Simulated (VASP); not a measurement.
Input of a VASP 6.6.1 run:

The input INCAR:

```
PREC = Accurate
ENCUT = 520
EDIFF = 1E-7
ISMEAR = -1
SIGMA = 0.002
LREAL = Auto
LASPH = True
NELM = 100
ALGO = Normal
ISIF = 2
LWAVE = False
LCHARG = True
GGA = PS
LELF = True
LVHAR = True
NBANDS = 46
```

The input KPOINTS:

```
Automatic mesh
0
Gamma
  1 1 1
```

File POSCAR:

```
HCl
1.0
    7.4168600000      0.0000000000      0.0000000000
    0.0000000000      7.4168600000      0.0000000000
    0.0000000000      0.0000000000      7.4168600000
Cl H
8 8
Direct
    1.0353707634      0.0962806363      0.1060152140
    0.5026116173      0.7196037137      0.6568278220
    0.1559959336      0.7627756220      0.3582243699
    0.9506313993      0.5801781347      0.9164929633
    0.4301281135      0.3853517526      0.0549963192
    0.2229919400      0.3557839841      0.6254263934
    0.7365246209      0.3126525241      0.4783830354
    0.6571783747      0.8523418266      0.1549307928
    0.9130548507      0.2028756104      0.0245926174
    0.3603816170      0.8094800225      0.5915306477
    0.2719075188      0.6671286771      0.2791882279
    0.8115159245      0.6704993757      0.9949223796
    0.3292363615      0.3557165701     -0.0913459335
    0.3308677796      0.5060497299      0.5881869147
    0.8981159143      0.3909201468      0.4684327330
    0.8030891779      0.9608109092      0.1571554539
```

Potentials or basis: VASP PAW PBE potentials, release 64 (Cl, H).

The run is started by

```sh
$ cat potpaw_PBE.64/Cl/POTCAR potpaw_PBE.64/H/POTCAR > POTCAR
$ mpirun -np 1 vasp_gam > vasp.out
```

(1) Estimate the largest force.

(2) Predict the pressure.

Results:

(1) 1.437 eV/Å.

(2) -0.8 GPa.

Caveat: the k points lie up to 0.85 Å⁻¹ apart; the atoms stand as in a frame of molecular dynamics; the PAW data sets were made with another functional, which shifts forces and pressure a little.
